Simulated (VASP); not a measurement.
# ZnCu: single point with PBE

ZnCu:

```
CELL_PARAMETERS angstrom
1.48804 -2.12128 0.00000
1.48804 2.12128 0.00000
0.00000 0.00000 4.14075
ATOMIC_POSITIONS crystal
Zn 0.50000 0.50000 0.50000
Cu 0.00000 0.00000 0.00000
```

```json
{
 "Program": "VASP 6.6.1",
 "Task": "single point",
 "Functional": "PBE",
 "Potentials or basis": "VASP PAW PBE potentials, release 64 (Zn, Cu)",
 "Cutoff": "520 eV",
 "k mesh": "20 × 20 × 12",
 "Occupations": "gaussian, width 0.15 eV",
 "Spin": "no spin polarisation",
 "Dipole correction": "no",
 "Further INCAR settings": "ALGO = Normal; EDIFF = 1e-07; NBANDS = 18"
}
```

```yaml
Pressure: 0.7 GPa
```

Stress tensor (GPa, compression positive):
```
 1.79  0.00  0.00
 0.00 -0.34  0.00
 0.00  0.00  0.52
```

Levels at points of the mesh, in eV from the Fermi level:
| k point | band 9 | band 10 | band 11 | band 12 | band 13 | band 14 | band 15 | band 16 |
| --- | --- | --- | --- | --- | --- | --- | --- | --- |
| (0.00, 0.00, 0.00) | -2.50 | -2.50 | -2.39 | -1.64 | 2.11 | 14.11 | 14.98 | 18.14 |
| (0.50, 0.00, 0.00) | -2.83 | -2.55 | -2.23 | -0.77 | 6.51 | 6.58 | 6.77 | 7.42 |
| (0.50, 0.50, 0.00) | -2.81 | -2.04 | -1.85 | 1.54 | 5.97 | 6.10 | 6.42 | 11.00 |
| (0.00, 0.00, 0.50) | -3.44 | -2.66 | -2.53 | -2.41 | 11.30 | 11.64 | 16.51 | 17.00 |
| (0.50, 0.00, 0.50) | -2.52 | -2.33 | -2.14 | -1.34 | 1.18 | 2.45 | 13.76 | 14.76 |
| (0.50, 0.50, 0.50) | -2.79 | -1.85 | 1.19 | 1.57 | 1.81 | 3.54 | 8.44 | 9.80 |

Wall time 120 s on 1 thread of Intel(R) Xeon(R) 6975P-C (Granite Rapids), with other jobs on the host, peak memory 0.46 GiB.
